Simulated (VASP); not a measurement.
# Ni (P6_3/mmc) in VASP: a series of runs, part 2 of 3

VASP 6.6.1. The steps go on from the part before.

## 3. Single point, RPBE, collinear spin, ferromagnetic start (9.91 Å³/atom)

This run uses another cell than the first one, of 9.91 Å³/atom.

The input, INCAR:

```
PREC     = Accurate       # precision mode
ENCUT    = 520            # plane-wave cutoff, eV
EDIFF    = 1E-6           # SCF threshold, eV
ISMEAR   = -1             # smearing method
SIGMA    = 0.05           # smearing width, eV
LREAL    = F              # projectors in reciprocal space
LASPH    = T              # aspherical terms in the spheres
NELM     = 150            # most SCF steps
ALGO     = Normal         # electronic algorithm
ISIF     = 2              # what is computed and relaxed
LWAVE    = F              # write WAVECAR
LCHARG   = F              # write CHGCAR
ISPIN    = 2              # spin polarisation
MAGMOM   = 0.71 0.71      # initial moments
LORBIT   = 11             # projections on sites
LMAXMIX  = 4              # l up to which the mixer works
GGA      = RP             # functional
NBANDS   = 21             # bands
```

The input, KPOINTS:

```
regular mesh
0
Gamma
  16 16 9
```

The input, POSCAR:

```
Ni
1.0
    2.4087792295      0.0000000000      0.0000000000
   -1.2043896148      2.0860640049      0.0000000000
    0.0000000000      0.0000000000      3.9443308288
Ni
2
Direct
    0.3333333333      0.6666666667      0.2500000000
    0.6666666667      0.3333333333      0.7500000000
```

Potentials or basis: VASP PAW PBE potentials, release 64 (Ni).

Run with:

```console
$ cat potpaw_PBE.64/Ni/POTCAR > POTCAR
$ mpirun -np 1 vasp_std > vasp.out
```

OUTCAR:

```text
PREC = Accurate
   ENCUT = 520
   EDIFF = 1E-6
   ISMEAR = -1
   LREAL = F
   LASPH = T
   NELM = 150
   ISIF = 2
   ISPIN = 2
   LORBIT = 11
   GGA = RP

 ion  position               nearest neighbor table
   1  0.333  0.667  0.250-   2 2.41   2 2.41   2 2.41   2 2.41   2 2.41   2 2.41
   2  0.667  0.333  0.750-   1 2.41   1 2.41   1 2.41   1 2.41   1 2.41   1 2.41

  LATTYP: Found a hexagonal cell.
 ALAT       =     2.4087792295
 C/A-ratio  =     1.6374812521

  Lattice vectors:

 A1 = (   2.4087792295,   0.0000000000,   0.0000000000)
 A2 = (  -1.2043896148,   2.0860640049,   0.0000000000)
 A3 = (   0.0000000000,   0.0000000000,   3.9443308288)

Analysis of symmetry for initial positions (statically):
=====================================================================
 Subroutine PRICEL returns:
 Original cell was already a primitive cell.

 Routine SETGRP: Setting up the symmetry group for a
 hexagonal supercell.

 Subroutine GETGRP returns: Found 24 space group operations
 (whereof 12 operations were pure point group operations)
 out of a pool of 24 trial point group operations.

The static configuration has the point symmetry D_3d.
 The point group associated with its full space group is D_6h.

Analysis of symmetry for dynamics (positions and initial velocities):
=====================================================================
 Subroutine PRICEL returns:
 Original cell was already a primitive cell.

 Routine SETGRP: Setting up the symmetry group for a
 hexagonal supercell.

 Subroutine GETGRP returns: Found 24 space group operations
 (whereof 12 operations were pure point group operations)
 out of a pool of 24 trial point group operations.

The dynamic configuration has the point symmetry D_3d.
 The point group associated with its full space group is D_6h.

Analysis of structural, dynamic, and magnetic symmetry:
=====================================================================
 Subroutine PRICEL returns:
 Original cell was already a primitive cell.

 Routine SETGRP: Setting up the symmetry group for a
 hexagonal supercell.

 Subroutine GETGRP returns: Found 24 space group operations
 (whereof 12 operations were pure point group operations)
 out of a pool of 24 trial point group operations.

The overall configuration has the point symmetry D_3d.
 The point group associated with its full space group is D_6h.

 Subroutine INISYM returns: Found 24 space group operations
 (whereof 12 operations are pure point group operations),
 and found     1 'primitive' translations

----------------------------------------------------------------------------------------

                                     Primitive cell

  volume of cell :      19.8197

  direct lattice vectors                    reciprocal lattice vectors
     2.408779229  0.000000000  0.000000000     0.415148050  0.239685838  0.000000000
    -1.204389615  2.086064005  0.000000000     0.000000000  0.479371677  0.000000000
     0.000000000  0.000000000  3.944330829     0.000000000  0.000000000  0.253528429

  length of vectors
     2.408779229  2.408779230  3.944330829     0.479371677  0.479371677  0.253528429

  position of ions in fractional coordinates (direct lattice)
     0.333333333  0.666666667  0.250000000
     0.666666667  0.333333333  0.750000000

[... 68 lines left out ...]
   ISTART =      0    job   : 0-new  1-cont  2-samecut
   ICHARG =      2    charge: 1-file 2-atom 10-const
   ISPIN  =      2    spin polarized calculation?
   LNONCOLLINEAR =      F non collinear calculations
   LSORBIT =      F    spin-orbit coupling
   LASPH  =      T    aspherical Exc in radial PAW
   ENCUT  =  520.0 eV  38.22 Ry    6.18 a.u.   4.48  4.48  7.33*2*pi/ulx,y,z
   NELM   =    150;   NELMIN=  2; NELMDL= -5     # of ELM steps
   EDIFF  = 0.1E-05   stopping-criterion for ELM
   LREAL  =      F    real-space projection
   EDIFFG = 0.1E-04   stopping-criterion for IOM
   NSW    =      0    number of steps for IOM
   IBRION =     -1    ionic relax: 0-MD 1-quasi-New 2-CG
   NFREE  =      0    steps in history (QN), initial steepest desc. (CG)
   ISIF   =      2    stress and relaxation
   ISYM   =      2    0-nonsym 1-usesym 2-fastsym
   POTIM  = 0.5000    time-step for ionic-motion
   TEBEG  =    0.0;   TEEND  =   0.0 temperature during run
   PSTRESS=    0.0 pullay stress
   NELECT =      20.0000    total number of electrons
   NUPDOWN=      -1.0000    fix difference up-down
   EMIN   =  10.00;   EMAX   =-10.00  energy-range for DOS
   EFERMI =   0.00;   METHOD = LEGACY
   ISMEAR =    -1;   SIGMA  =   0.05  broadening in eV -4-tet -1-fermi 0-gaus
   EFERMI_NEDOS =   21; number of points for ismear=-14 and -15
   IALGO  =     38    algorithm
   IMIX   =      4    mixing-type and parameters
     AMIX     =   0.40;   BMIX     =  1.00
     AMIX_MAG =   1.60;   BMIX_MAG =  1.00
  volume/ion in A,a.u.               =       9.91        66.88
  Fermi-wavevector in a.u.,A,eV,Ry     =   1.642047  3.103018 36.685626  2.696317
  Thomas-Fermi vector in A             =   2.732415
   LORBIT       =     11    0 simple, 1 ext, 2 COOP (PROOUT), +10 PAW based schemes
   GGA     = RP    functional components
   LHFCALC =     F    Hartree Fock is set to
   AEXX    =    0.0000 exact exchange contribution
   IVDW    =     0    specifies the selected vdW correction
   LEPSILON=     F    determine dielectric tensor
   LRPA    =     F    only Hartree local field effects (RPA)
 spin polarized calculation
  energy-cutoff  :      520.00
  volume of cell :       19.82
 maximum number of plane-waves:       555
 NGX is ok and might be reduce to    18
   NGX =  9   NGY =  9   NGZ = 15

 number of electron      19.9999977 magnetization       1.1669851

 Free energy of the ion-electron system (eV)
  ---------------------------------------------------
  ext. energy  EPLUGINS =         0.00000000
  ---------------------------------------------------
  free energy    TOTEN  =        -9.64432712 eV

  energy without entropy =       -9.61091206  energy(sigma->0) =       -9.62761959

 E-fermi :  10.9351     XC(G=0): -13.6947

 val. band max:       10.9348181961   @ k =   0.1875   0.1875   0.4444
 cond. band min:      10.9367794992   @ k =   0.2500   0.2500   0.0000
 fundamental gap:      0.0019613031
 Fermi energy:        10.9350892572

 spin component 1

 k-point     1 :       0.0000    0.0000    0.0000
  band No.  band energies     occupation
      1       1.2464      1.00000
      2       5.5753      1.00000
      3       8.2675      1.00000
      4       8.3632      1.00000
      5       8.3632      1.00000
      6       8.6749      1.00000
[... 565 lines left out ...]
     20      41.3002      0.00000
     21      43.8968      0.00000

 [... further k-points ...]

 spin component 2

 k-point     1 :       0.0000    0.0000    0.0000
  band No.  band energies     occupation
      1       1.1981      1.00000
      2       5.9434      1.00000
      3       8.9346      1.00000
      4       8.9974      1.00000
      5       8.9974      1.00000
      6       9.3289      1.00000
[... 565 lines left out ...]
     20      41.3466      0.00000
     21      43.8126      0.00000

 [... further k-points ...]

------------------------ aborting loop because EDIFF is reached ----------------------------------------

  FORCE on cell =-STRESS in cart. coord.  units (eV):
  Direction    XX          YY          ZZ          XY          YZ          ZX
  --------------------------------------------------------------------------------------
  -------------------------------------------------------------------------------------
  Total        3.6890495      3.6890495      3.8578579     -0.0000000      0.0000000      0.0000000
  in kB      298.2133667    298.2133667    311.8594048     -0.0000000      0.0000000      0.0000000
  external PRESSURE =     302.7620461 kB  Pullay stress =       0.0000000 kB

 VOLUME and BASIS-vectors are now :
 -----------------------------------------------------------------------------
  energy-cutoff  :      520.00
  volume of cell :       19.82
      direct lattice vectors                 reciprocal lattice vectors
     2.408779229  0.000000000  0.000000000     0.415148050  0.239685838  0.000000000
    -1.204389615  2.086064005  0.000000000     0.000000000  0.479371677  0.000000000
     0.000000000  0.000000000  3.944330829     0.000000000  0.000000000  0.253528429

 POSITION                                       TOTAL-FORCE (eV/Angst)
 -----------------------------------------------------------------------------------
     -0.00000      1.39071      0.98608        -0.000000      0.000000      0.000000
      1.20439      0.69535      2.95825         0.000000      0.000000      0.000000
 -----------------------------------------------------------------------------------
    total drift:                               -0.000000      0.000000     -0.000000

  FREE ENERGIE OF THE ION-ELECTRON SYSTEM (eV)
  ---------------------------------------------------
  free  energy   TOTEN  =        -9.6443271208 eV

  energy  without entropy=       -9.6109120622  energy(sigma->0) =       -9.62761959

 total charge

# of ion       s       p       d       tot
------------------------------------------
    1        0.537   0.585   8.366   9.488
    2        0.537   0.585   8.366   9.488
--------------------------------------------------
tot          1.074   1.170  16.732  18.976

 magnetization (x)

# of ion       s       p       d       tot
------------------------------------------
    1       -0.006  -0.027   0.620   0.587
    2       -0.006  -0.027   0.620   0.587
--------------------------------------------------
tot         -0.012  -0.053   1.240   1.174
```

Run time: 87 s. Hardware: 1 thread of Intel Xeon 6975P-C, shared host; peak memory 0.2 GiB.

Results:

```yaml
Free_energy: -9.6443 eV
Pressure: 30.3 GPa
Net_moment: 1.17 μB per cell
Site_moments: Ni +0.59 μB
Valence_electrons_inside_the_program's_atomic_spheres: Ni 9.49
```

Levels at points of the mesh, in eV from the Fermi level:
Spin up:
| k point | band 7 | band 8 | band 9 | band 10 | band 11 | band 12 | band 13 | band 14 | band 15 | band 16 |
| --- | --- | --- | --- | --- | --- | --- | --- | --- | --- | --- |
| (0.00, 0.00, 0.00) | -2.26 | -1.80 | -1.80 | -0.72 | -0.72 | -0.52 | 6.35 | 23.34 | 26.17 | 26.17 |
| (0.50, 0.00, 0.00) | -2.22 | -0.59 | -0.51 | -0.45 | 1.29 | 3.40 | 9.96 | 10.67 | 13.12 | 14.48 |
Spin down:
```tsv
k point	band 5	band 6	band 7	band 8	band 9	band 10	band 11	band 12	band 13	band 14
(0.00, 0.00, 0.00)	-1.94	-1.61	-1.61	-1.16	-1.16	-0.59	-0.03	-0.03	6.73	23.19
(0.50, 0.00, 0.00)	-2.05	-2.00	-1.58	0.14	0.19	0.29	1.75	3.75	10.06	10.76
```

Caveat: the cell stands under pressure; the PAW data sets were made with another functional, which shifts forces and pressure a little.

## 4. Single point, RPBE, collinear spin, ferromagnetic start (10.36 Å³/atom)

This run uses another cell than the first one, of 10.36 Å³/atom.

The input, INCAR:

```
SYSTEM = Ni
ALGO = Normal
EDIFF = 1E-6
ENCUT = 520
GGA = RP
ISIF = 2
ISMEAR = -1
ISPIN = 2
LASPH = .True.
LCHARG = .True.
LELF = .True.
LMAXMIX = 4
LORBIT = 11
LREAL = .False.
LVHAR = .True.
LWAVE = .False.
MAGMOM = 0.71 0.71
NBANDS = 21
NELM = 150
PREC = Accurate
SIGMA = 0.05
```

The input, KPOINTS:

```
k-points
0
Gamma
  16 16 9
  0 0 0
```

The input, POSCAR:

```
Ni
1.0
    2.4447364595      0.0000000000      0.0000000000
   -1.2223682298      2.1172038795      0.0000000000
    0.0000000000      0.0000000000      4.0032101188
Ni
2
Direct
    0.3333333333      0.6666666667      0.2500000000
    0.6666666667      0.3333333333      0.7500000000
```

Potentials or basis: VASP PAW PBE potentials, release 64 (Ni).

Run with:

```console
$ cat potpaw_PBE.64/Ni/POTCAR > POTCAR
$ mpirun -np 1 vasp_std > vasp.out
```

OUTCAR:

```text
SYSTEM = Ni
   EDIFF = 1E-6
   ENCUT = 520
   GGA = RP
   ISIF = 2
   ISMEAR = -1
   ISPIN = 2
   LASPH = .True.
   LORBIT = 11
   LREAL = .False.
   NELM = 150
   PREC = Accurate

 ion  position               nearest neighbor table
   1  0.333  0.667  0.250-   2 2.45   2 2.45   2 2.45   2 2.45   2 2.45   2 2.45
   2  0.667  0.333  0.750-   1 2.45   1 2.45   1 2.45   1 2.45   1 2.45   1 2.45

  LATTYP: Found a hexagonal cell.
 ALAT       =     2.4447364595
 C/A-ratio  =     1.6374812521

  Lattice vectors:

 A1 = (   2.4447364595,   0.0000000000,   0.0000000000)
 A2 = (  -1.2223682298,   2.1172038795,   0.0000000000)
 A3 = (   0.0000000000,   0.0000000000,   4.0032101188)

Analysis of symmetry for initial positions (statically):
=====================================================================
 Subroutine PRICEL returns:
 Original cell was already a primitive cell.

 Routine SETGRP: Setting up the symmetry group for a
 hexagonal supercell.

 Subroutine GETGRP returns: Found 24 space group operations
 (whereof 12 operations were pure point group operations)
 out of a pool of 24 trial point group operations.

The static configuration has the point symmetry D_3d.
 The point group associated with its full space group is D_6h.

Analysis of symmetry for dynamics (positions and initial velocities):
=====================================================================
 Subroutine PRICEL returns:
 Original cell was already a primitive cell.

 Routine SETGRP: Setting up the symmetry group for a
 hexagonal supercell.

 Subroutine GETGRP returns: Found 24 space group operations
 (whereof 12 operations were pure point group operations)
 out of a pool of 24 trial point group operations.

The dynamic configuration has the point symmetry D_3d.
 The point group associated with its full space group is D_6h.

Analysis of structural, dynamic, and magnetic symmetry:
=====================================================================
 Subroutine PRICEL returns:
 Original cell was already a primitive cell.

[... 150 lines left out ...]
  ---------------------------------------------------
  free energy    TOTEN  =        -9.77766593 eV

  energy without entropy =       -9.74197836  energy(sigma->0) =       -9.75982215

 E-fermi :  10.2598     XC(G=0): -13.4238

 val. band max:       10.2596334209   @ k =   0.4375   0.0000   0.3333
 cond. band min:      10.2638431882   @ k =   0.1875   0.1875   0.4444
 fundamental gap:      0.0042097673
 Fermi energy:        10.2598459268

 spin component 1

 k-point     1 :       0.0000    0.0000    0.0000
  band No.  band energies     occupation
      1       0.8934      1.00000
      2       5.1596      1.00000
      3       7.7093      1.00000
      4       7.8020      1.00000
      5       7.8020      1.00000
      6       8.0915      1.00000
[... 565 lines left out ...]
     20      39.7557      0.00000
     21      42.4782      0.00000

 [... further k-points ...]

 spin component 2

 k-point     1 :       0.0000    0.0000    0.0000
  band No.  band energies     occupation
      1       0.8405      1.00000
      2       5.5370      1.00000
      3       8.3928      1.00000
      4       8.4515      1.00000
      5       8.4515      1.00000
      6       8.7606      1.00000
[... 565 lines left out ...]
     20      39.7981      0.00000
     21      42.3889      0.00000

 [... further k-points ...]

------------------------ aborting loop because EDIFF is reached ----------------------------------------

  FORCE on cell =-STRESS in cart. coord.  units (eV):
  Direction    XX          YY          ZZ          XY          YZ          ZX
  --------------------------------------------------------------------------------------
  -------------------------------------------------------------------------------------
  Total        2.2284071      2.2284071      2.3789122     -0.0000000      0.0000000     -0.0000000
  in kB      172.3066344    172.3066344    183.9441098     -0.0000000      0.0000000     -0.0000000
  external PRESSURE =     176.1857929 kB  Pullay stress =       0.0000000 kB

 VOLUME and BASIS-vectors are now :
 -----------------------------------------------------------------------------
  energy-cutoff  :      520.00
  volume of cell :       20.72
      direct lattice vectors                 reciprocal lattice vectors
     2.444736460  0.000000000  0.000000000     0.409042045  0.236160535  0.000000000
    -1.222368230  2.117203879  0.000000000     0.000000000  0.472321069  0.000000000
     0.000000000  0.000000000  4.003210119     0.000000000  0.000000000  0.249799528

 POSITION                                       TOTAL-FORCE (eV/Angst)
 -----------------------------------------------------------------------------------
     -0.00000      1.41147      1.00080         0.000000     -0.000000      0.000000
      1.22237      0.70573      3.00241        -0.000000      0.000000      0.000000
 -----------------------------------------------------------------------------------
    total drift:                               -0.000000      0.000000     -0.000000

  FREE ENERGIE OF THE ION-ELECTRON SYSTEM (eV)
  ---------------------------------------------------
  free  energy   TOTEN  =        -9.7776659323 eV

  energy  without entropy=       -9.7419783587  energy(sigma->0) =       -9.75982215

 total charge

# of ion       s       p       d       tot
------------------------------------------
    1        0.516   0.541   8.339   9.396
    2        0.516   0.541   8.339   9.396
--------------------------------------------------
tot          1.032   1.082  16.678  18.792

 magnetization (x)

# of ion       s       p       d       tot
------------------------------------------
    1       -0.006  -0.026   0.638   0.605
    2       -0.006  -0.026   0.638   0.605
--------------------------------------------------
tot         -0.012  -0.052   1.275   1.211
```

stdout:

```text
POSCAR found type information on POSCAR Ni
 POSCAR found :  1 types and       2 ions
 scaLAPACK will be used
 -----------------------------------------------------------------------------
|                                                                             |
|                                                                             |
|     You enforced a specific xc type in the INCAR file but a different       |
|     I HOPE YOU KNOW WHAT YOU ARE DOING!                                     |
|                                                                             |
 -----------------------------------------------------------------------------

 LDA part: xc-table for (Slater+PW92), standard interpolation
 POSCAR, INCAR and KPOINTS ok, starting setup
 FFT: planning ... GRIDC
 FFT: planning ... GRID_SOFT
 FFT: planning ... GRID
 WAVECAR not read
 entering main loop
```

It took 78 s on 1 thread of Intel Xeon 6975P-C, shared host; peak memory 0.2 GiB.

What came out:

* Free energy: -9.7777 eV
* Pressure: 17.6 GPa
* Net moment: 1.20 μB per cell
* Site moments: Ni +0.60 μB
* Valence electrons inside the program's atomic spheres: Ni 9.40

Caveat: the cell stands under pressure; the PAW data sets were made with another functional, which shifts forces and pressure a little.

(Continued in part 3 of 3.)
